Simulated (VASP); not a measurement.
Set up this calculation in VASP 6.6.1, as the native input.

| Item | Value |
| --- | --- |
| Task | single point |
| Functional | r2SCAN |
| Potentials or basis | VASP PAW PBE potentials, release 64 (Mo_sv) |
| Cutoff | 520 eV |
| k mesh | 14 × 14 × 13 |
| Occupations | fermi-dirac, width 0.1 eV |
| Spin | no spin polarisation |
| Dipole correction | no |
| Further INCAR settings | ALGO = Normal; EDIFF = 1e-07; NBANDS = 13 |

Mo:

```
CELL_PARAMETERS angstrom
2.70815 0.00000 0.00000
-1.35408 2.34533 0.00000
0.00000 0.00000 2.60706
ATOMIC_POSITIONS crystal
Mo 0.00000 0.00000 0.50000
```

The input as run:

POSCAR

```
Mo
1.0
    2.7081549000      0.0000000000      0.0000000000
   -1.3540824000      2.3453298000      0.0000000000
    0.0000000000      0.0000000000      2.6070605040
Mo
1
Direct
    0.0000000000      0.0000000000      0.5000000000
```

INCAR.step1

```
  ALGO = Normal
  EDIFF = 1E-4
  ENCUT = 520
  GGA = PE
  ISMEAR = -1
  LASPH = T
  LCHARG = F
  LREAL = F
  LWAVE = T
  NBANDS = 13
  NELM = 60
  PREC = Accurate
  SIGMA = 0.1
```

INCAR.step2

```
  ALGO = Normal
  EDIFF = 1E-7
  ENCUT = 520
  ISIF = 2
  ISMEAR = -1
  ISTART = 1
  LASPH = T
  LCHARG = T
  LELF = T
  LMIXTAU = T
  LREAL = F
  LVHAR = T
  LWAVE = F
  METAGGA = R2SCAN
  NBANDS = 13
  NELM = 60
  PREC = Accurate
  SIGMA = 0.1
```

KPOINTS

```
k-points
0
Gamma
  14 14 13
```

Potentials or basis: VASP PAW PBE potentials, release 64 (Mo_sv).

Launch:

```sh
$ cat potpaw_PBE.64/Mo_sv/POTCAR > POTCAR
$ cp INCAR.step1 INCAR
$ mpirun -np 1 vasp_std > vasp.out
$ cp INCAR.step2 INCAR
$ mpirun -np 1 vasp_std > vasp.out
```

It gave:

```yaml
Pressure: 2.4 GPa
Band_gap_on_the_k_mesh: zero (band 7 reaches 12.59 eV, above the bottom of band 8 at 10.66 eV)
```

Caveat: the PAW data sets were made with another functional, which shifts forces and pressure a little.

It took 2 min on 1 thread of Intel(R) Xeon(R) Platinum 8259CL CPU @ 2.50GHz (Skylake/Cascade Lake), on a shared host, peak memory 0.15 GiB.
